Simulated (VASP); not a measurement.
# C (P6_3/mmc) in VASP: notebook

The runs below take C through single point, with PBE+D3(BJ).

Program: VASP 6.6.1. These are calculated values, not measurements. Logs are shortened: lines on timing, memory, paths and dates and some standing lists are left out, and cuts for length are marked.

### 1 The cell of the first run

Symmetry: P6_3/mmc, No. 194, hexagonal system. The conventional cell has a = 2.415 Å, b = 2.415 Å, c = 7.234 Å, α = 90.00°, β = 90.00°, γ = 120.00°. C (site symmetry -6m2) has 3 C at 1.39 Å within 1.9 Å. C (site symmetry -6m2) has 3 C at 1.39 Å within 1.9 Å.

### 2 Single point, PBE+D3(BJ) (9.13 Å³/atom)

INCAR

```
ALGO = Normal ; EDIFF = 1E-6
ENCUT = 520 ; GGA = PE
ISIF = 2 ; ISMEAR = 0
IVDW = 12 ; LASPH = T
LCHARG = F ; LREAL = F
LWAVE = F ; NBANDS = 16
NELM = 80 ; PREC = Accurate
SIGMA = 0.15
```

KPOINTS

```
k-points
0
Gamma
  21 21 8
```

POSCAR

```
C
1.0
    2.4149974701      0.0000000000      0.0000000000
   -1.2074987351      2.0914491592      0.0000000000
    0.0000000000      0.0000000000      7.2336419223
C
4
Direct
    0.0000000000      0.0000000000      0.0025000000
    0.0000000000      0.0000000000      0.5025000000
    0.3333333333      0.6666666667      0.0025000000
    0.6666666667      0.3333333333      0.5025000000
```

Potentials or basis: VASP PAW PBE potentials, release 64 (C).

Launch:

```bash
$ cat potpaw_PBE.64/C/POTCAR > POTCAR
$ mpirun -np 1 vasp_std > vasp.out
```

OUTCAR:

```text
EDIFF = 1E-6
   ENCUT = 520
   GGA = PE
   ISIF = 2
   ISMEAR = 0
   IVDW = 12
   LASPH = T
   LREAL = F
   NELM = 80
   PREC = Accurate
 IVDW          = 12

 ion  position               nearest neighbor table
   1  0.000  0.000  0.002-   3 1.39   3 1.39   3 1.39
   2  0.000  0.000  0.502-   4 1.39   4 1.39   4 1.39
   3  0.333  0.667  0.002-   1 1.39   1 1.39   1 1.39
   4  0.667  0.333  0.502-   2 1.39   2 1.39   2 1.39

  LATTYP: Found a hexagonal cell.
 ALAT       =     2.4149974701
 C/A-ratio  =     2.9953000000

  Lattice vectors:

 A1 = (   2.4149974701,   0.0000000000,   0.0000000000)
 A2 = (  -1.2074987351,   2.0914491592,   0.0000000000)
 A3 = (   0.0000000000,   0.0000000000,   7.2336419223)

Analysis of symmetry for initial positions (statically):
=====================================================================
 Subroutine PRICEL returns:
 Original cell was already a primitive cell.

 Routine SETGRP: Setting up the symmetry group for a
 hexagonal supercell.

 Subroutine GETGRP returns: Found 24 space group operations
 (whereof  6 operations were pure point group operations)
 out of a pool of 24 trial point group operations.

The static configuration has the point symmetry C_3v.
 The point group associated with its full space group is D_6h.

Analysis of symmetry for dynamics (positions and initial velocities):
=====================================================================
 Subroutine PRICEL returns:
 Original cell was already a primitive cell.

 Routine SETGRP: Setting up the symmetry group for a
 hexagonal supercell.

 Subroutine GETGRP returns: Found 24 space group operations
 (whereof  6 operations were pure point group operations)
 out of a pool of 24 trial point group operations.

The dynamic configuration has the point symmetry C_3v.
 The point group associated with its full space group is D_6h.

 Subroutine INISYM returns: Found 24 space group operations
 (whereof  6 operations are pure point group operations),
 and found     1 'primitive' translations

----------------------------------------------------------------------------------------

                                     Primitive cell

  volume of cell :      36.5360

  direct lattice vectors                    reciprocal lattice vectors
     2.414997470  0.000000000  0.000000000     0.414079109  0.239068685  0.000000000
    -1.207498735  2.091449159  0.000000000     0.000000000  0.478137370  0.000000000
     0.000000000  0.000000000  7.233641922     0.000000000  0.000000000  0.138242950

  length of vectors
     2.414997470  2.414997470  7.233641922     0.478137370  0.478137370  0.138242950

  position of ions in fractional coordinates (direct lattice)
     0.000000000  0.000000000  0.002500000
     0.000000000  0.000000000  0.502500000
     0.333333333  0.666666667  0.002500000
     0.666666667  0.333333333  0.502500000

  ion indices of the primitive-cell ions
   primitive index   ion index
                 1           1
                 2           2
                 3           3
                 4           4

----------------------------------------------------------------------------------------

 KPOINTS: k-points

Automatic generation of k-mesh.
 Grid dimensions read from file:
 generate k-points for:   21   21    8

 Generating k-lattice:

  Cartesian coordinates                     Fractional coordinates (reciprocal lattice)
     0.019718053  0.011384223  0.000000000     0.047619048  0.000000000  0.000000000
     0.000000000  0.022768446  0.000000000     0.000000000  0.047619048  0.000000000
     0.000000000  0.000000000  0.017280369     0.000000000  0.000000000  0.125000000

  Length of vectors
     0.022768446  0.022768446  0.017280369

  Shift w.r.t. Gamma in fractional coordinates (k-lattice)
     0.000000000  0.000000000  0.000000000

 Subroutine IBZKPT returns following result:
 ===========================================

 Found    240 irreducible k-points:

 Following reciprocal coordinates:
            Coordinates               Weight
  0.000000  0.000000  0.000000      1.000000
  0.047619 -0.000000  0.000000      6.000000
  0.095238  0.000000  0.000000      6.000000
  0.142857 -0.000000  0.000000      6.000000
  0.190476  0.000000  0.000000      6.000000
  0.238095  0.000000  0.000000      6.000000
[... 16 lines left out ...]
  0.142857  0.095238  0.000000     12.000000
  0.190476  0.095238  0.000000     12.000000
 [... further k-points ...]
   k-points           NKPTS =    240   k-points in BZ     NKDIM =    240   number of bands    NBANDS=     16
   number of dos      NEDOS =    301   number of ions     NIONS =      4
   total plane-waves  NPLWV =  17496
   dimension x,y,z NGX =    18 NGY =   18 NGZ =   54
   dimension x,y,z NGXF=    36 NGYF=   36 NGZF=  108
   ions per type =               4
   NGX,Y,Z   is equivalent  to a cutoff of  12.39, 12.39, 12.41 a.u.
   NGXF,Y,Z  is equivalent  to a cutoff of  24.78, 24.78, 24.82 a.u.
 SYSTEM =  unknown system
   PREC   = accura    normal or accurate (medium, high low for compatibility)
   ISTART =      0    job   : 0-new  1-cont  2-samecut
   ICHARG =      2    charge: 1-file 2-atom 10-const
   ISPIN  =      1    spin polarized calculation?
   LNONCOLLINEAR =      F non collinear calculations
   LSORBIT =      F    spin-orbit coupling
   LASPH  =      T    aspherical Exc in radial PAW
   ENCUT  =  520.0 eV  38.22 Ry    6.18 a.u.   4.49  4.49 13.45*2*pi/ulx,y,z
   NELM   =     80;   NELMIN=  2; NELMDL= -5     # of ELM steps
   EDIFF  = 0.1E-05   stopping-criterion for ELM
   LREAL  =      F    real-space projection
   EDIFFG = 0.1E-04   stopping-criterion for IOM
   NSW    =      0    number of steps for IOM
   IBRION =     -1    ionic relax: 0-MD 1-quasi-New 2-CG
   NFREE  =      0    steps in history (QN), initial steepest desc. (CG)
   ISIF   =      2    stress and relaxation
   ISYM   =      2    0-nonsym 1-usesym 2-fastsym
   POTIM  = 0.5000    time-step for ionic-motion
   TEBEG  =    0.0;   TEEND  =   0.0 temperature during run
   PSTRESS=    0.0 pullay stress
   NELECT =      16.0000    total number of electrons
   NUPDOWN=      -1.0000    fix difference up-down
   EMIN   =  10.00;   EMAX   =-10.00  energy-range for DOS
   EFERMI =   0.00;   METHOD = LEGACY
   ISMEAR =     0;   SIGMA  =   0.15  broadening in eV -4-tet -1-fermi 0-gaus
   EFERMI_NEDOS =   21; number of points for ismear=-14 and -15
   IALGO  =     38    algorithm
   IMIX   =      4    mixing-type and parameters
     AMIX     =   0.40;   BMIX     =  1.00
     AMIX_MAG =   1.60;   BMIX_MAG =  1.00
  volume/ion in A,a.u.               =       9.13        61.64
  Fermi-wavevector in a.u.,A,eV,Ry     =   1.243200  2.349308 21.028448  1.545547
  Thomas-Fermi vector in A             =   2.377522
   LORBIT       =      0    0 simple, 1 ext, 2 COOP (PROOUT), +10 PAW based schemes
   GGA     = PE    functional components
   LHFCALC =     F    Hartree Fock is set to
   AEXX    =    0.0000 exact exchange contribution
   IVDW    =    12    specifies the selected vdW correction
   LEPSILON=     F    determine dielectric tensor
   LRPA    =     F    only Hartree local field effects (RPA)
 non-spin polarized calculation
 Gauss-broadening in eV      SIGMA  =   0.15
  energy-cutoff  :      520.00
  volume of cell :       36.54
 maximum number of plane-waves:      1010
 NGX is ok and might be reduce to    18
   NGX =  9   NGY =  9   NGZ = 27

 number of electron      16.0000001 magnetization

 Free energy of the ion-electron system (eV)
  ---------------------------------------------------
  ext. energy  EPLUGINS =         0.00000000
  ---------------------------------------------------
  free energy    TOTEN  =       -36.75322249 eV

  energy without entropy =      -36.75228994  energy(sigma->0) =      -36.75275621

 E-fermi :   4.4060     XC(G=0):  -9.9210

 val. band max:        4.4040303474   @ k =   0.3333   0.3333   0.5000
 cond. band min:       4.4061090991   @ k =   0.3333   0.3333   0.2500
 fundamental gap:      0.0020787517
 Fermi energy:         4.4060232617

 k-point     1 :       0.0000    0.0000    0.0000
  band No.  band energies     occupation
      1     -15.6873      2.00000
      2     -15.5291      2.00000
      3      -4.2385      2.00000
      4      -2.9554      2.00000
      5       1.4062      2.00000
      6       1.4062      2.00000
[... 8 lines left out ...]
     15      16.5746      0.00000
     16      16.6824      0.00000

 k-point     2 :       0.0476   -0.0000    0.0000
  band No.  band energies     occupation
      1     -15.6314      2.00000
      2     -15.4738      2.00000
      3      -4.1699      2.00000
      4      -2.8897      2.00000
      5       1.1794      2.00000
      6       1.1891      2.00000
[... 8 lines left out ...]
     15      16.3643      0.00000
     16      16.4808      0.00000

 k-point     3 :       0.0952    0.0000    0.0000
  band No.  band energies     occupation
      1     -15.4638      2.00000
      2     -15.3081      2.00000
      3      -3.9646      2.00000
      4      -2.6933      2.00000
      5       0.5427      2.00000
      6       0.5584      2.00000
[... 8 lines left out ...]
     15      15.7600      0.00000
     16      15.9026      0.00000

 k-point     4 :       0.1429   -0.0000    0.0000
  band No.  band energies     occupation
      1     -15.1853      2.00000
      2     -15.0325      2.00000
      3      -3.6241      2.00000
      4      -2.3681      2.00000
      5      -0.4034      2.00000
      6      -0.3796      2.00000
[... 8 lines left out ...]
     15      15.1787      0.00000
     16      15.2011      0.00000
[... 324 lines left out ...]
 k-point    22 :       0.0952    0.0952    0.0000
  band No.  band energies     occupation
      1     -15.0185      2.00000
      2     -14.8676      2.00000
      3      -3.4207      2.00000
      4      -2.1741      2.00000
      5      -0.7458      2.00000
      6      -0.7307      2.00000
[... 8 lines left out ...]
     15      15.2367      0.00000
     16      15.2696      0.00000

 k-point    23 :       0.1429    0.0952    0.0000
  band No.  band energies     occupation
      1     -14.6307      2.00000
      2     -14.4839      2.00000
      3      -2.9493      2.00000
      4      -1.7259      2.00000
      5      -1.7156      2.00000
      6      -1.6917      2.00000
[... 8 lines left out ...]
     15      16.0606      0.00000
     16      16.1186      0.00000

 k-point    24 :       0.1905    0.0952    0.0000
  band No.  band energies     occupation
      1     -14.1347      2.00000
      2     -13.9930      2.00000
      3      -2.8543      2.00000
      4      -2.8174      2.00000
      5      -2.3505      2.00000
      6      -1.2285      2.00000
[... 8 lines left out ...]
     15      17.1250      0.00000
     16      17.2562      0.00000

 [... further k-points ...]

------------------------ aborting loop because EDIFF is reached ----------------------------------------

 Edisp (eV)   -0.56797

 E8    (eV) :    -0.1594

  FORCE on cell =-STRESS in cart. coord.  units (eV):
  Direction    XX          YY          ZZ          XY          YZ          ZX
  --------------------------------------------------------------------------------------
  -------------------------------------------------------------------------------------
  Total       6.46056     6.46056    -0.38329    -0.00000     0.00000     0.00000
  in kB     283.30865   283.30865   -16.80783    -0.00000     0.00000     0.00000
  external pressure =      183.27 kB  Pullay stress =        0.00 kB

 VOLUME and BASIS-vectors are now :
 -----------------------------------------------------------------------------
  energy-cutoff  :      520.00
  volume of cell :       36.54
      direct lattice vectors                 reciprocal lattice vectors
     2.414997470  0.000000000  0.000000000     0.414079109  0.239068685  0.000000000
    -1.207498735  2.091449159  0.000000000     0.000000000  0.478137370  0.000000000
     0.000000000  0.000000000  7.233641922     0.000000000  0.000000000  0.138242950

 POSITION                                       TOTAL-FORCE (eV/Angst)
 -----------------------------------------------------------------------------------
      0.00000      0.00000      0.01808        -0.000000     -0.000000      0.000000
      0.00000      0.00000      3.63491         0.000000      0.000000      0.000000
     -0.00000      1.39430      0.01808         0.000000     -0.000000     -0.000000
      1.20750      0.69715      3.63491        -0.000000      0.000000      0.000000
 -----------------------------------------------------------------------------------
    total drift:                               -0.000000     -0.000000      0.000011

  FREE ENERGIE OF THE ION-ELECTRON SYSTEM (eV)
  ---------------------------------------------------
  free  energy   TOTEN  =       -37.3211910198 eV

  energy  without entropy=      -37.3202584748  energy(sigma->0) =      -37.32072475
```

Wall time 2.2 min (1 thread of Intel Xeon 8259CL, shared host); peak memory 0.23 GiB.

Results:

- Free energy: -37.3212 eV
- Pressure: 18.3 GPa
- Band gap on the k mesh: zero (bands 8 and 9 overlap by 0.01 eV)
- Dispersion energy per atom: -0.142 eV

Stress tensor (GPa, compression positive):
```
28.33  0.00  0.00
 0.00 28.33  0.00
 0.00  0.00 -1.68
```

Levels at points of the mesh, in eV from the Fermi level:
```csv
k point,band 6,band 7,band 8,band 9,band 10,band 11
"(0.00, 0.00, 0.00)",-3.00,-2.99,-2.99,3.52,8.71,8.73
"(0.00, 0.00, 0.50)",-3.00,-3.00,-3.00,5.61,5.61,8.74
```

Caveat: the stress differs along the axes, from -2 to 28 GPa.

### 3 Single point, PBE+D3(BJ) (9.13 Å³/atom)

INCAR

```
SYSTEM = C
ALGO = Normal ; EDIFF = 1E-7
ENCUT = 520 ; GGA = PE
ISIF = 2 ; ISMEAR = 0
IVDW = 12 ; LASPH = .TRUE.
LCHARG = .FALSE. ; LREAL = .FALSE.
LWAVE = .FALSE. ; NBANDS = 16
NELM = 60 ; PREC = Accurate
SIGMA = 0.15
```

KPOINTS

```
k-points
0
G
  21 21 8
  0 0 0
```

POSCAR

```
C
1.0
    2.3428565355      0.0000000000      0.0000000000
   -1.1714282678      2.0289732772      0.0000000000
    0.0000000000      0.0000000000      7.6859751504
C
4
Direct
    0.0000000000      0.0000000000      0.0025000000
    0.0000000000      0.0000000000      0.5025000000
    0.3333333333      0.6666666667      0.0025000000
    0.6666666667      0.3333333333      0.5025000000
```

Potentials or basis: VASP PAW PBE potentials, release 64 (C).

Launch:

```bash
$ cat potpaw_PBE.64/C/POTCAR > POTCAR
$ mpirun -np 1 vasp_std > vasp.out
```

It took 3.1 min on 1 thread of Intel Xeon 8259CL, shared host; peak memory 0.23 GiB.

The run converged. Its results:

```yaml
Free_energy: -36.5994 eV
Pressure: 47.6 GPa
Band_gap_on_the_k_mesh: zero (filled and empty bands overlap)
Dispersion_energy_per_atom: -0.125 eV
```

Stress tensor (GPa, compression positive):
```
72.37  0.00  0.00
 0.00 72.37  0.00
 0.00  0.00 -2.06
```

Levels at points of the mesh, in eV from the Fermi level:
```
           k point  band 6  band 7  band 8  band 9  band 10  band 11
(0.00, 0.00, 0.00)   -2.94   -2.94   -2.94    2.87     7.27     9.37
(0.00, 0.00, 0.50)   -2.94   -2.94   -2.94    4.58     4.58     9.37
```

Caveat: the stress differs along the axes, from -2 to 72 GPa.

(Continued in part 2 of 2.)
